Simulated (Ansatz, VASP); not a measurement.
**TiC in VASP and in Ansatz**

```
Ti C
1.0
     2.22139    0.00000    0.00000
     0.00000    2.22139    0.00000
     0.00000    0.00000    2.22139
Ti C
1 1
Direct
  0.00000 0.00000 0.00000
  0.50000 0.50000 0.50000
```

Change from the starting cell: volume scaled by 0.55, norm-conserving files.

Alike in both runs: task single point; functional PBE; k mesh 14 × 14 × 14; occupations fermi-dirac, width 0.08 eV; no spin polarisation.

```csv
,VASP,Ansatz
version,VASP 6.6.1,Ansatz 0.2.0
potentials or method,"VASP PAW PBE potentials, release 64 (Ti_sv, C)","norm-conserving pseudopotentials, scalar-relativistic"
plane-wave cutoff (eV),520,1155
valence electrons in the cell,16,16
```

Ansatz gave:

```
pressure (GPa) : 414.6
```

**Question.** What did VASP give for the same quantities?

**Answer.** Pressure (GPa): 412.6.

Both programs put the cell under a high pressure, so it lies far from rest at this level.

Noted on VASP's run: the cell as given lies far from equilibrium.
